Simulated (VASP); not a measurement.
# TaN (C2/m) in VASP: single point with PBEsol

Aim: the single point of TaN with PBEsol.

All numbers are computed with VASP 6.6.1; they aren't measurements. Logs are shortened: lines on timing, memory, paths and dates and some standing lists are left out, and cuts for length are marked.

### 1 The cell of the first run

It takes space group C2/m (No. 12, monoclinic). Conventional cell: a = 4.375 Å, b = 4.375 Å, c = 4.375 Å, α = 90.00°, β = 90.00°, γ = 90.00°. Ta (site symmetry m) has 6 N at 2.09 to 2.29 Å and 12 Ta at 2.89 to 3.30 Å within 3.3 Å. N (site symmetry m) has 6 Ta at 2.09 to 2.29 Å and 8 N at 2.74 to 3.09 Å within 3.1 Å.

### 2 Single point, PBEsol (atoms displaced along several vibrational modes)

Input file INCAR:

```
  ALGO = Normal
  EDIFF = 1E-7
  ENCUT = 520
  GGA = PS
  ISIF = 2
  ISMEAR = 0
  LASPH = True
  LCHARG = False
  LREAL = False
  LWAVE = False
  NBANDS = 24
  NELM = 80
  PREC = Accurate
  SIGMA = 0.15
```

Input file KPOINTS:

```
k-points
0
Gamma
  14 14 10
```

Input file POSCAR:

```
TaN
1.0
    0.0000000000     -2.1874436362     -2.1874436362
    0.0000000000      2.1874436362     -2.1874436362
    4.3748872723      0.0000000000      0.0000000000
Ta N
2 2
Direct
    0.5118583951      0.4881416049     -0.0208865114
   -0.0118583951      0.0118583951      0.5208865114
    0.4869710929      0.5130289071      0.4552445611
    0.0130289071     -0.0130289071      0.0447554389
```

Potentials or basis: VASP PAW PBE potentials, release 64 (Ta_pv, N).

Launch:

```console
$ cat potpaw_PBE.64/Ta_pv/POTCAR potpaw_PBE.64/N/POTCAR > POTCAR
$ mpirun -np 1 vasp_std > vasp.out
```

OUTCAR:

```text
EDIFF = 1E-7
   ENCUT = 520
   GGA = PS
   ISIF = 2
   ISMEAR = 0
   LASPH = True
   LREAL = False
   NELM = 80
   PREC = Accurate

 ion  position               nearest neighbor table
   1  0.512  0.488  0.979-   3 2.09   4 2.20   4 2.21   4 2.21   4 2.21   3 2.29   2 2.89   2 2.97
                             2 2.97   2 3.04   2 3.16   2 3.23   2 3.23   2 3.30
   2  0.988  0.012  0.521-   4 2.09   3 2.20   3 2.21   3 2.21   3 2.21   4 2.29   1 2.89   1 2.97
                             1 2.97   1 3.04   1 3.16   1 3.23   1 3.23   1 3.30
   3  0.487  0.513  0.455-   1 2.09   2 2.20   2 2.21   2 2.21   2 2.21   1 2.29
   4  0.013  0.987  0.045-   2 2.09   1 2.20   1 2.21   1 2.21   1 2.21   2 2.29

  LATTYP: Found a simple tetragonal cell.
 ALAT       =     3.0935124572
 C/A-ratio  =     1.4142135623

  Lattice vectors:

 A1 = (   0.0000000000,  -2.1874436362,  -2.1874436362)
 A2 = (   0.0000000000,   2.1874436362,  -2.1874436362)
 A3 = (   4.3748872723,   0.0000000000,   0.0000000000)

Analysis of symmetry for initial positions (statically):
=====================================================================
 Subroutine PRICEL returns:
 Original cell was already a primitive cell.

 Routine SETGRP: Setting up the symmetry group for a
 simple tetragonal supercell.

 Subroutine GETGRP returns: Found  4 space group operations
 (whereof  2 operations were pure point group operations)
 out of a pool of 16 trial point group operations.

The static configuration has the point symmetry C_1h.
 The point group associated with its full space group is C_2h.

Analysis of symmetry for dynamics (positions and initial velocities):
=====================================================================
 Subroutine PRICEL returns:
 Original cell was already a primitive cell.

 Routine SETGRP: Setting up the symmetry group for a
 simple tetragonal supercell.

 Subroutine GETGRP returns: Found  4 space group operations
 (whereof  2 operations were pure point group operations)
 out of a pool of 16 trial point group operations.

The dynamic configuration has the point symmetry C_1h.
 The point group associated with its full space group is C_2h.

 Subroutine INISYM returns: Found  4 space group operations
 (whereof  2 operations are pure point group operations),
 and found     1 'primitive' translations

----------------------------------------------------------------------------------------

                                     Primitive cell

  volume of cell :      41.8669

  direct lattice vectors                    reciprocal lattice vectors
     0.000000000 -2.187443636 -2.187443636     0.000000000 -0.228577318 -0.228577318
     0.000000000  2.187443636 -2.187443636     0.000000000  0.228577318 -0.228577318
     4.374887272  0.000000000  0.000000000     0.228577318  0.000000000  0.000000000

  length of vectors
     3.093512457  3.093512457  4.374887272     0.323257143  0.323257143  0.228577318

  position of ions in fractional coordinates (direct lattice)
     0.511858395  0.488141605  0.979113489
     0.988141605  0.011858395  0.520886511
     0.486971093  0.513028907  0.455244561
     0.013028907  0.986971093  0.044755439

  ion indices of the primitive-cell ions
   primitive index   ion index
                 1           1
                 2           2
                 3           3
                 4           4

----------------------------------------------------------------------------------------

 KPOINTS: k-points

Automatic generation of k-mesh.
 Grid dimensions read from file:
 generate k-points for:   14   14   10

 Generating k-lattice:

  Cartesian coordinates                     Fractional coordinates (reciprocal lattice)
     0.000000000 -0.016326951 -0.016326951     0.071428571  0.000000000  0.000000000
     0.000000000  0.016326951 -0.016326951     0.000000000  0.071428571  0.000000000
     0.022857732  0.000000000  0.000000000     0.000000000  0.000000000  0.100000000

  Length of vectors
     0.023089796  0.023089796  0.022857732

  Shift w.r.t. Gamma in fractional coordinates (k-lattice)
     0.000000000  0.000000000  0.000000000

 Subroutine IBZKPT returns following result:
 ===========================================

 Found    534 irreducible k-points:

 Following reciprocal coordinates:
            Coordinates               Weight
  0.000000  0.000000  0.000000      1.000000
  0.071429  0.000000  0.000000      4.000000
  0.142857  0.000000  0.000000      4.000000
  0.214286  0.000000  0.000000      4.000000
  0.285714  0.000000  0.000000      4.000000
  0.357143  0.000000  0.000000      4.000000
[... 16 lines left out ...]
 -0.142857  0.142857  0.000000      2.000000
  0.214286  0.142857  0.000000      4.000000
 [... further k-points ...]
   k-points           NKPTS =    534   k-points in BZ     NKDIM =    534   number of bands    NBANDS=     24
   number of dos      NEDOS =    301   number of ions     NIONS =      4
   total plane-waves  NPLWV =  20736
   dimension x,y,z NGX =    24 NGY =   24 NGZ =   36
   dimension x,y,z NGXF=    48 NGYF=   48 NGZF=   72
   ions per type =               2   2
   NGX,Y,Z   is equivalent  to a cutoff of  12.90, 12.90, 13.68 a.u.
   NGXF,Y,Z  is equivalent  to a cutoff of  25.80, 25.80, 27.36 a.u.
 SYSTEM =  unknown system
   PREC   = accura    normal or accurate (medium, high low for compatibility)
   ISTART =      0    job   : 0-new  1-cont  2-samecut
   ICHARG =      2    charge: 1-file 2-atom 10-const
   ISPIN  =      1    spin polarized calculation?
   LNONCOLLINEAR =      F non collinear calculations
   LSORBIT =      F    spin-orbit coupling
   LASPH  =      T    aspherical Exc in radial PAW
   ENCUT  =  520.0 eV  38.22 Ry    6.18 a.u.   5.75  5.75  8.13*2*pi/ulx,y,z
   NELM   =     80;   NELMIN=  2; NELMDL= -5     # of ELM steps
   EDIFF  = 0.1E-06   stopping-criterion for ELM
   LREAL  =      F    real-space projection
   EDIFFG = 0.1E-05   stopping-criterion for IOM
   NSW    =      0    number of steps for IOM
   IBRION =     -1    ionic relax: 0-MD 1-quasi-New 2-CG
   NFREE  =      0    steps in history (QN), initial steepest desc. (CG)
   ISIF   =      2    stress and relaxation
   ISYM   =      2    0-nonsym 1-usesym 2-fastsym
   POTIM  = 0.5000    time-step for ionic-motion
   TEBEG  =    0.0;   TEEND  =   0.0 temperature during run
   PSTRESS=    0.0 pullay stress
   NELECT =      32.0000    total number of electrons
   NUPDOWN=      -1.0000    fix difference up-down
   EMIN   =  10.00;   EMAX   =-10.00  energy-range for DOS
   EFERMI =   0.00;   METHOD = LEGACY
   ISMEAR =     0;   SIGMA  =   0.15  broadening in eV -4-tet -1-fermi 0-gaus
   EFERMI_NEDOS =   21; number of points for ismear=-14 and -15
   IALGO  =     38    algorithm
   IMIX   =      4    mixing-type and parameters
     AMIX     =   0.40;   BMIX     =  1.00
     AMIX_MAG =   1.60;   BMIX_MAG =  1.00
  volume/ion in A,a.u.               =      10.47        70.63
  Fermi-wavevector in a.u.,A,eV,Ry     =   1.496814  2.828569 30.483219  2.240453
  Thomas-Fermi vector in A             =   2.608783
   LORBIT       =      0    0 simple, 1 ext, 2 COOP (PROOUT), +10 PAW based schemes
   GGA     = PS    functional components
   LHFCALC =     F    Hartree Fock is set to
   AEXX    =    0.0000 exact exchange contribution
   IVDW    =     0    specifies the selected vdW correction
   LEPSILON=     F    determine dielectric tensor
   LRPA    =     F    only Hartree local field effects (RPA)
 non-spin polarized calculation
 Gauss-broadening in eV      SIGMA  =   0.15
  energy-cutoff  :      520.00
  volume of cell :       41.87
 maximum number of plane-waves:      1176
   NGX = 11   NGY = 11   NGZ = 17

 number of electron      31.9999992 magnetization

 Free energy of the ion-electron system (eV)
  ---------------------------------------------------
  ext. energy  EPLUGINS =         0.00000000
  ---------------------------------------------------
  free energy    TOTEN  =       -46.50936163 eV

  energy without entropy =      -46.49114397  energy(sigma->0) =      -46.50025280

 E-fermi :   9.1551     XC(G=0): -13.6761

 val. band max:        9.1533751555   @ k =  -0.0714   0.0714   0.3000
 cond. band min:       9.1559743360   @ k =  -0.2143  -0.0714   0.4000
 fundamental gap:      0.0025991805
 Fermi energy:         9.1551418408

 k-point     1 :       0.0000    0.0000    0.0000
  band No.  band energies     occupation
      1     -26.9219      2.00000
      2     -26.4919      2.00000
      3     -26.4840      2.00000
      4     -26.1744      2.00000
      5     -26.1632      2.00000
      6     -26.0892      2.00000
[... 16 lines left out ...]
     23      13.1360      0.00000
     24      13.2925      0.00000

 k-point     2 :       0.0714    0.0000    0.0000
  band No.  band energies     occupation
      1     -26.9109      2.00000
      2     -26.5111      2.00000
      3     -26.4806      2.00000
      4     -26.1954      2.00000
      5     -26.1705      2.00000
      6     -26.0975      2.00000
[... 16 lines left out ...]
     23      13.0778      0.00000
     24      13.2524      0.00000

 k-point     3 :       0.1429    0.0000    0.0000
  band No.  band energies     occupation
      1     -26.8792      2.00000
      2     -26.5722      2.00000
      3     -26.4613      2.00000
      4     -26.2722      2.00000
      5     -26.1793      2.00000
      6     -26.1165      2.00000
[... 16 lines left out ...]
     23      13.0114      0.00000
     24      13.2357      0.00000

 k-point     4 :       0.2143    0.0000    0.0000
  band No.  band energies     occupation
      1     -26.8310      2.00000
      2     -26.6566      2.00000
      3     -26.4334      2.00000
      4     -26.3834      2.00000
      5     -26.1978      2.00000
      6     -26.1411      2.00000
[... 16 lines left out ...]
     23      13.3586      0.00000
     24      13.7977      0.00000

 k-point     5 :       0.2857    0.0000    0.0000
  band No.  band energies     occupation
      1     -26.7772      2.00000
      2     -26.7435      2.00000
      3     -26.5081      2.00000
      4     -26.3895      2.00000
      5     -26.2345      2.00000
      6     -26.1661      2.00000
[... 16 lines left out ...]
     23      13.8275      0.00000
     24      14.1756      0.00000

 k-point     6 :       0.3571    0.0000    0.0000
  band No.  band energies     occupation
      1     -26.8142      2.00000
      2     -26.7560      2.00000
      3     -26.5745      2.00000
      4     -26.3481      2.00000
      5     -26.2898      2.00000
      6     -26.1906      2.00000
[... 16 lines left out ...]
     23      14.9913      0.00000
     24      15.1129      0.00000
[... 379 lines left out ...]
 k-point    21 :       0.5000    0.0714    0.0000
  band No.  band energies     occupation
      1     -26.8551      2.00000
      2     -26.8361      2.00000
      3     -26.5041      2.00000
      4     -26.4019      2.00000
      5     -26.2962      2.00000
      6     -26.2517      2.00000
[... 16 lines left out ...]
     23      16.0795      0.00000
     24      16.1521      0.00000

 k-point    22 :       0.1429    0.1429    0.0000
  band No.  band energies     occupation
      1     -26.8401      2.00000
      2     -26.5758      2.00000
      3     -26.5154      2.00000
      4     -26.3338      2.00000
      5     -26.2244      2.00000
      6     -26.1391      2.00000
[... 16 lines left out ...]
     23      13.3221      0.00000
     24      13.8856      0.00000

 k-point    23 :      -0.1429    0.1429    0.0000
  band No.  band energies     occupation
      1     -26.8396      2.00000
      2     -26.5842      2.00000
      3     -26.5081      2.00000
      4     -26.3258      2.00000
      5     -26.2181      2.00000
      6     -26.1529      2.00000
[... 16 lines left out ...]
     23      13.2103      0.00000
     24      13.9005      0.00000

 k-point    24 :       0.2143    0.1429    0.0000
  band No.  band energies     occupation
      1     -26.7962      2.00000
      2     -26.6470      2.00000
      3     -26.4990      2.00000
      4     -26.4284      2.00000
      5     -26.2446      2.00000
      6     -26.1669      2.00000
[... 16 lines left out ...]
     23      13.4645      0.00000
     24      14.1445      0.00000

 [... further k-points ...]

------------------------ aborting loop because EDIFF is reached ----------------------------------------

  FORCE on cell =-STRESS in cart. coord.  units (eV):
  Direction    XX          YY          ZZ          XY          YZ          ZX
  --------------------------------------------------------------------------------------
  -------------------------------------------------------------------------------------
  Total        4.5966800     -1.1723281     -1.6572269     -0.2589835      0.0000000      0.0000000
  in kB      175.9074544    -44.8630870    -63.4193728     -9.9108758      0.0000000      0.0000000
  external PRESSURE =      22.5416648 kB  Pullay stress =       0.0000000 kB

 VOLUME and BASIS-vectors are now :
 -----------------------------------------------------------------------------
  energy-cutoff  :      520.00
  volume of cell :       41.87
      direct lattice vectors                 reciprocal lattice vectors
     0.000000000 -2.187443636 -2.187443636     0.000000000 -0.228577318 -0.228577318
     0.000000000  2.187443636 -2.187443636     0.000000000  0.228577318 -0.228577318
     4.374887272  0.000000000  0.000000000     0.228577318  0.000000000  0.000000000

 POSITION                                       TOTAL-FORCE (eV/Angst)
 -----------------------------------------------------------------------------------
      4.28351     -0.05188     -2.18744        -1.071909     -0.220316      0.000000
      2.27882     -2.13556     -2.18744         1.071909      0.220316      0.000000
      1.99164      0.05700     -2.18744         1.078011     -0.092446      0.000000
      0.19580      2.13044     -2.18744        -1.078011      0.092446      0.000000
 -----------------------------------------------------------------------------------
    total drift:                               -0.000000     -0.000000      0.000000

  FREE ENERGIE OF THE ION-ELECTRON SYSTEM (eV)
  ---------------------------------------------------
  free  energy   TOTEN  =       -46.5093616348 eV

  energy  without entropy=      -46.4911439665  energy(sigma->0) =      -46.50025280
```

Wall time 2.5 min (1 thread of Intel Xeon 6975P-C (Granite Rapids), shared host); peak memory 0.53 GiB.

What came out:

```
Free energy            : -46.5094 eV
Pressure               : 2.3 GPa
Largest force          : 1.094 eV/Å
Band gap on the k mesh : zero (bands 16 and 17 overlap by 2.98 eV)
```

Forces in eV/Å, atoms in the order of the input:
```
Ta  -1.072 -0.220  0.000
Ta   1.072  0.220  0.000
N    1.078 -0.092  0.000
N   -1.078  0.092  0.000
```

Stress tensor (GPa, compression positive):
```
17.59 -0.99  0.00
-0.99 -4.49  0.00
 0.00  0.00 -6.34
```

Caveat: the cell differs from its parent crystal (atoms displaced along several vibrational modes); the stress differs along the axes, from -6 to 18 GPa; the PAW data sets were made with another functional, which shifts forces and pressure a little; spin-orbit coupling is left out, which moves the levels of the heavy elements.
